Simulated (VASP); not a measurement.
# SnO (Pmn2_1) in VASP: single point with r2SCAN

Aim: the single point of SnO with r2SCAN.

Program: VASP 6.6.1. These are calculated values, not measurements. Logs are shortened: lines on timing, memory, paths and dates and some standing lists are left out, and cuts for length are marked.

### Step 1. The cell of the first run

Symmetry: Pmn2_1, No. 31, orthorhombic system. Conventional cell: a = 3.355 Å, b = 5.674 Å, c = 4.222 Å, α = 90.00°, β = 90.00°, γ = 90.00°. Within 2.8 Å of Sn (site symmetry m) lie 3 O at 2.15 to 2.16 Å. O (site symmetry m) has 3 Sn at 2.15 to 2.16 Å within 2.8 Å.

### Step 2. Single point, r2SCAN

POSCAR reads:

```
SnO
1.0
    3.3550050000      0.0000000000      0.0000000000
    0.0000000000      5.6741040000      0.0000000000
    0.0000000000      0.0000000000      4.2219700000
Sn O
2 2
Direct
    0.0000000000      0.2319089992      0.5131439991
    0.5000000000      0.7680910008      0.0131439991
    0.0000000000      0.8912500000      0.7368570004
    0.5000000000      0.1087500000      0.2368570004
```

INCAR.step1 reads:

```
ALGO = Normal
EDIFF = 1E-4
ENCUT = 520
GGA = PE
ISMEAR = 0
LASPH = True
LCHARG = False
LREAL = False
LWAVE = True
NBANDS = 28
NELM = 60
PREC = Accurate
SIGMA = 0.01
```

INCAR.step2 reads:

```
ALGO = Normal
EDIFF = 1E-7
ENCUT = 520
ISIF = 2
ISMEAR = 0
ISTART = 1
LASPH = True
LCHARG = False
LMIXTAU = True
LREAL = False
LWAVE = False
METAGGA = R2SCAN
NBANDS = 28
NELM = 60
PREC = Accurate
SIGMA = 0.01
```

KPOINTS reads:

```
k-points
0
Gamma
  6 4 4
```

Potentials or basis: VASP PAW PBE potentials, release 64 (Sn_d, O).

Launch:

```console
$ cat potpaw_PBE.64/Sn_d/POTCAR potpaw_PBE.64/O/POTCAR > POTCAR
$ cp INCAR.step1 INCAR
$ mpirun -np 1 vasp_std > vasp.out
$ cp INCAR.step2 INCAR
$ mpirun -np 1 vasp_std > vasp.out
```

OUTCAR:

```text
EDIFF = 1E-7
   ENCUT = 520
   ISIF = 2
   ISMEAR = 0
   ISTART = 1
   LASPH = True
   LREAL = False
   METAGGA = R2SCAN
   NELM = 60
   PREC = Accurate

 ion  position               nearest neighbor table
   1  0.000  0.232  0.513-   3 2.15   4 2.16   4 2.16
   2  0.500  0.768  0.013-   4 2.15   3 2.16   3 2.16
   3  0.000  0.891  0.737-   1 2.15   2 2.16   2 2.16
   4  0.500  0.109  0.237-   2 2.15   1 2.16   1 2.16

  LATTYP: Found a simple orthorhombic cell.
 ALAT       =     3.3550050000
 B/A-ratio  =     1.2584094510
 C/A-ratio  =     1.6912356315

  Lattice vectors:

 A1 = (  -3.3550050000,   0.0000000000,   0.0000000000)
 A2 = (   0.0000000000,   0.0000000000,   4.2219700000)
 A3 = (   0.0000000000,   5.6741040000,   0.0000000000)

Analysis of symmetry for initial positions (statically):
=====================================================================
 Subroutine PRICEL returns:
 Original cell was already a primitive cell.

 Routine SETGRP: Setting up the symmetry group for a
 simple orthorhombic supercell.

 Subroutine GETGRP returns: Found  4 space group operations
 (whereof  2 operations were pure point group operations)
 out of a pool of  8 trial point group operations.

The static configuration has the point symmetry C_1h.
 The point group associated with its full space group is C_2v.

Analysis of symmetry for dynamics (positions and initial velocities):
=====================================================================
 Subroutine PRICEL returns:
 Original cell was already a primitive cell.

 Routine SETGRP: Setting up the symmetry group for a
 simple orthorhombic supercell.

 Subroutine GETGRP returns: Found  4 space group operations
 (whereof  2 operations were pure point group operations)
 out of a pool of  8 trial point group operations.

The dynamic configuration has the point symmetry C_1h.
 The point group associated with its full space group is C_2v.

 Subroutine INISYM returns: Found  4 space group operations
 (whereof  2 operations are pure point group operations),
 and found     1 'primitive' translations

----------------------------------------------------------------------------------------

                                     Primitive cell

  volume of cell :      80.3722

  direct lattice vectors                    reciprocal lattice vectors
     3.355005000  0.000000000  0.000000000     0.298062149  0.000000000  0.000000000
     0.000000000  5.674104000  0.000000000     0.000000000  0.176239279  0.000000000
     0.000000000  0.000000000  4.221970000     0.000000000  0.000000000  0.236856254

  length of vectors
     3.355005000  5.674104000  4.221970000     0.298062149  0.176239279  0.236856254

  position of ions in fractional coordinates (direct lattice)
     0.000000000  0.231908999  0.513143999
     0.500000000  0.768091001  0.013143999
     0.000000000  0.891250000  0.736857000
     0.500000000  0.108750000  0.236857000

  ion indices of the primitive-cell ions
   primitive index   ion index
                 1           1
                 2           2
                 3           3
                 4           4

----------------------------------------------------------------------------------------

 KPOINTS: k-points

Automatic generation of k-mesh.
 Grid dimensions read from file:
 generate k-points for:    6    4    4

 Generating k-lattice:

  Cartesian coordinates                     Fractional coordinates (reciprocal lattice)
     0.049677025  0.000000000  0.000000000     0.166666667  0.000000000  0.000000000
     0.000000000  0.044059820  0.000000000     0.000000000  0.250000000  0.000000000
     0.000000000  0.000000000  0.059214064     0.000000000  0.000000000  0.250000000

  Length of vectors
     0.049677025  0.044059820  0.059214064

  Shift w.r.t. Gamma in fractional coordinates (k-lattice)
     0.000000000  0.000000000  0.000000000

 Subroutine IBZKPT returns following result:
 ===========================================

 Found     36 irreducible k-points:

 Following reciprocal coordinates:
            Coordinates               Weight
  0.000000  0.000000  0.000000      1.000000
  0.166667  0.000000  0.000000      2.000000
  0.333333  0.000000  0.000000      2.000000
  0.500000  0.000000  0.000000      1.000000
  0.000000  0.250000  0.000000      2.000000
  0.166667  0.250000  0.000000      4.000000
[... 16 lines left out ...]
  0.333333  0.500000  0.250000      4.000000
  0.500000  0.500000  0.250000      2.000000
 [... further k-points ...]
   k-points           NKPTS =     36   k-points in BZ     NKDIM =     36   number of bands    NBANDS=     28
   number of dos      NEDOS =    301   number of ions     NIONS =      4
   total plane-waves  NPLWV =  37632
   dimension x,y,z NGX =    28 NGY =   42 NGZ =   32
   dimension x,y,z NGXF=    56 NGYF=   84 NGZF=   64
   ions per type =               2   2
   NGX,Y,Z   is equivalent  to a cutoff of  13.87, 12.31, 12.60 a.u.
   NGXF,Y,Z  is equivalent  to a cutoff of  27.75, 24.61, 25.20 a.u.
 SYSTEM =  unknown system
   PREC   = accura    normal or accurate (medium, high low for compatibility)
   ISTART =      1    job   : 0-new  1-cont  2-samecut
   ICHARG =      0    charge: 1-file 2-atom 10-const
   ISPIN  =      1    spin polarized calculation?
   LNONCOLLINEAR =      F non collinear calculations
   LSORBIT =      F    spin-orbit coupling
   LASPH  =      T    aspherical Exc in radial PAW
   ENCUT  =  520.0 eV  38.22 Ry    6.18 a.u.   6.24 10.55  7.85*2*pi/ulx,y,z
   NELM   =     60;   NELMIN=  2; NELMDL=  0     # of ELM steps
   EDIFF  = 0.1E-06   stopping-criterion for ELM
   LREAL  =      F    real-space projection
   EDIFFG = 0.1E-05   stopping-criterion for IOM
   NSW    =      0    number of steps for IOM
   IBRION =     -1    ionic relax: 0-MD 1-quasi-New 2-CG
   NFREE  =      0    steps in history (QN), initial steepest desc. (CG)
   ISIF   =      2    stress and relaxation
   ISYM   =      2    0-nonsym 1-usesym 2-fastsym
   POTIM  = 0.5000    time-step for ionic-motion
   TEBEG  =    0.0;   TEEND  =   0.0 temperature during run
   PSTRESS=    0.0 pullay stress
   NELECT =      40.0000    total number of electrons
   NUPDOWN=      -1.0000    fix difference up-down
   EMIN   =  10.00;   EMAX   =-10.00  energy-range for DOS
   EFERMI =   0.00;   METHOD = LEGACY
   ISMEAR =     0;   SIGMA  =   0.01  broadening in eV -4-tet -1-fermi 0-gaus
   EFERMI_NEDOS =   21; number of points for ismear=-14 and -15
   IALGO  =     38    algorithm
   IMIX   =      4    mixing-type and parameters
     AMIX     =   0.40;   BMIX     =  1.00
     AMIX_MAG =   1.60;   BMIX_MAG =  1.00
  volume/ion in A,a.u.               =      20.09       135.59
  Fermi-wavevector in a.u.,A,eV,Ry     =   1.297357  2.451650 22.900458  1.683136
  Thomas-Fermi vector in A             =   2.428755
   LORBIT       =      0    0 simple, 1 ext, 2 COOP (PROOUT), +10 PAW based schemes
   METAGGA = R2SCAN    functional components
   LHFCALC =     F    Hartree Fock is set to
   AEXX    =    0.0000 exact exchange contribution
   IVDW    =     0    specifies the selected vdW correction
   LEPSILON=     F    determine dielectric tensor
   LRPA    =     F    only Hartree local field effects (RPA)
 non-spin polarized calculation
 Gauss-broadening in eV      SIGMA  =   0.01
  energy-cutoff  :      520.00
  volume of cell :       80.37
 maximum number of plane-waves:      2182
 NGX is ok and might be reduce to    28
   NGX = 13   NGY = 21   NGZ = 15

 number of electron      39.9999992 magnetization

 Free energy of the ion-electron system (eV)
  ---------------------------------------------------
  ext. energy  EPLUGINS =         0.00000000
  ---------------------------------------------------
  free energy    TOTEN  =       -66.55888979 eV

  energy without entropy =      -66.55888979  energy(sigma->0) =      -66.55888979

 E-fermi :   4.6899     XC(G=0): -10.1360

 val. band max:        4.6272776767   @ k =   0.0000   0.0000   0.0000
 cond. band min:       6.5739006059   @ k =   0.3333   0.5000   0.0000
 fundamental gap:      1.9466229292
 Fermi energy:         4.6899355671

 k-point     1 :       0.0000    0.0000    0.0000
  band No.  band energies     occupation
      1     -17.3091      2.00000
      2     -16.8894      2.00000
      3     -16.7809      2.00000
      4     -16.7710      2.00000
      5     -16.7424      2.00000
      6     -16.6994      2.00000
[... 20 lines left out ...]
     27      14.0667      0.00000
     28      14.6869      0.00000

 k-point     2 :       0.1667    0.0000    0.0000
  band No.  band energies     occupation
      1     -17.3009      2.00000
      2     -16.9232      2.00000
      3     -16.8157      2.00000
      4     -16.7701      2.00000
      5     -16.7499      2.00000
      6     -16.6991      2.00000
[... 20 lines left out ...]
     27      14.0126      0.00000
     28      14.8176      0.00000

 k-point     3 :       0.3333    0.0000    0.0000
  band No.  band energies     occupation
      1     -17.2964      2.00000
      2     -17.1281      2.00000
      3     -16.7670      2.00000
      4     -16.7562      2.00000
      5     -16.7224      2.00000
      6     -16.7071      2.00000
[... 20 lines left out ...]
     27      13.4247      0.00000
     28      15.0540      0.00000

 k-point     4 :       0.5000    0.0000    0.0000
  band No.  band energies     occupation
      1     -17.2617      2.00000
      2     -17.2617      2.00000
      3     -16.7539      2.00000
      4     -16.7539      2.00000
      5     -16.7059      2.00000
      6     -16.7059      2.00000
[... 20 lines left out ...]
     27      14.5709      0.00000
     28      14.5709      0.00000

 k-point     5 :       0.0000    0.2500    0.0000
  band No.  band energies     occupation
      1     -17.3049      2.00000
      2     -16.8917      2.00000
      3     -16.7776      2.00000
      4     -16.7694      2.00000
      5     -16.7440      2.00000
      6     -16.7038      2.00000
[... 20 lines left out ...]
     27      14.2287      0.00000
     28      14.8228      0.00000

 k-point     6 :       0.1667    0.2500    0.0000
  band No.  band energies     occupation
      1     -17.2986      2.00000
      2     -16.9231      2.00000
      3     -16.8185      2.00000
      4     -16.7692      2.00000
      5     -16.7471      2.00000
      6     -16.7013      2.00000
[... 463 lines left out ...]
      5     -16.7535      2.00000
      6     -16.7348      2.00000
[... 20 lines left out ...]
     27      14.9776      0.00000
     28      15.2769      0.00000

 k-point    22 :       0.1667    0.5000    0.2500
  band No.  band energies     occupation
      1     -17.2627      2.00000
      2     -17.0134      2.00000
      3     -16.8037      2.00000
      4     -16.7725      2.00000
      5     -16.7413      2.00000
      6     -16.7191      2.00000
[... 20 lines left out ...]
     27      15.6210      0.00000
     28      15.7767      0.00000

 k-point    23 :       0.3333    0.5000    0.2500
  band No.  band energies     occupation
      1     -17.2848      2.00000
      2     -17.1676      2.00000
      3     -16.7698      2.00000
      4     -16.7682      2.00000
      5     -16.7122      2.00000
      6     -16.7077      2.00000
[... 20 lines left out ...]
     27      15.0930      0.00000
     28      15.2191      0.00000

 k-point    24 :       0.5000    0.5000    0.2500
  band No.  band energies     occupation
      1     -17.2751      2.00000
      2     -17.2751      2.00000
      3     -16.7619      2.00000
      4     -16.7619      2.00000
      5     -16.6986      2.00000
      6     -16.6986      2.00000
[... 20 lines left out ...]
     27      14.9057      0.00000
     28      14.9057      0.00000

 [... further k-points ...]
[... 5 lines left out ...]
  --------------------------------------------------------------------------------------
  -------------------------------------------------------------------------------------
  Total       -1.7674374     -1.0307339     -1.1801976      0.0000000      0.0000000      0.0000000
  in kB      -35.2329505    -20.5471468    -23.5266297      0.0000000      0.0000000      0.0000000
  external PRESSURE =     -26.4355757 kB  Pullay stress =       0.0000000 kB

 VOLUME and BASIS-vectors are now :
 -----------------------------------------------------------------------------
  energy-cutoff  :      520.00
  volume of cell :       80.37
      direct lattice vectors                 reciprocal lattice vectors
     3.355005000  0.000000000  0.000000000     0.298062149  0.000000000  0.000000000
     0.000000000  5.674104000  0.000000000     0.000000000  0.176239279  0.000000000
     0.000000000  0.000000000  4.221970000     0.000000000  0.000000000  0.236856254

 POSITION                                       TOTAL-FORCE (eV/Angst)
 -----------------------------------------------------------------------------------
      0.00000      1.31588      2.16648         0.000000     -0.487941     -0.154546
      1.67750      4.35823      0.05549         0.000000      0.487941     -0.154546
      0.00000      5.05705      3.11099         0.000000      0.189975      0.154546
      1.67750      0.61706      1.00000         0.000000     -0.189975      0.154546
 -----------------------------------------------------------------------------------
    total drift:                                0.000000      0.000000     -0.005371

  FREE ENERGIE OF THE ION-ELECTRON SYSTEM (eV)
  ---------------------------------------------------
  free  energy   TOTEN  =       -66.5588897941 eV

  energy  without entropy=      -66.5588897941  energy(sigma->0) =      -66.55888979
```

It took 2 min on 1 thread of Intel Xeon 6975P-C (Granite Rapids), shared host; peak memory 0.23 GiB.

Results:

| Quantity | Value |
| --- | --- |
| Free energy | -66.5589 eV |
| Pressure | -2.6 GPa |
| Largest force | 0.512 eV/Å |
| Band gap on the k mesh | 1.95 eV, indirect (least direct gap 2.70 eV) |

Forces on the atoms (eV/Å):
```
Sn   0.000 -0.488 -0.155
Sn   0.000  0.488 -0.155
O    0.000  0.190  0.155
O    0.000 -0.190  0.155
```

Caveat: the PAW data sets were made with another functional, which shifts forces and pressure a little; spin-orbit coupling is left out, which moves the levels of the heavy elements. r2SCAN opens gaps a little over a GGA but as a rule still falls short of measured ones.
